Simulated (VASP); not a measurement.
**SiO2 (fluorite type): single point with PBE**

SiO2 (fluorite type):

```xyz
3
Lattice="0.0000 2.2444 2.2444 2.2444 0.0000 2.2444 2.2444 2.2444 0.0000" Properties=species:S:1:pos:R:3 pbc="T T T"
Si    0.0000    0.0000    0.0000
O     1.1222    1.1222    1.1222
O     3.3665    3.3665    3.3665
```

```yaml
Program: VASP 6.6.1
Task: single point
Functional: PBE
Potentials_or_basis: VASP PAW PBE potentials, release 64 (Si, O)
Cutoff: 600 eV
k_mesh: 21 × 21 × 21
Occupations: fermi-dirac, width 0.0612256 eV
Spin: no spin polarisation
```

```yaml
Pressure: 18.6 GPa
Band_gap_on_the_k_mesh: 2.11 eV (least direct gap 2.14 eV)
```

Levels at points of the mesh, in eV from the valence-band top:
```
           k point  band 6  band 7  band 8  band 9  band 10  band 11
(0.00, 0.00, 0.00)   -2.33   -2.33   -2.33    2.60     6.01     6.01
```

Run time: 58 s on 1 thread of Intel(R) Xeon(R) 6975P-C (Granite Rapids), with other jobs on the host, peak memory 0.23 GiB.

Caveat: the cell stands under pressure; an odd mesh through Γ misses points on the zone boundary, where band edges can lie.
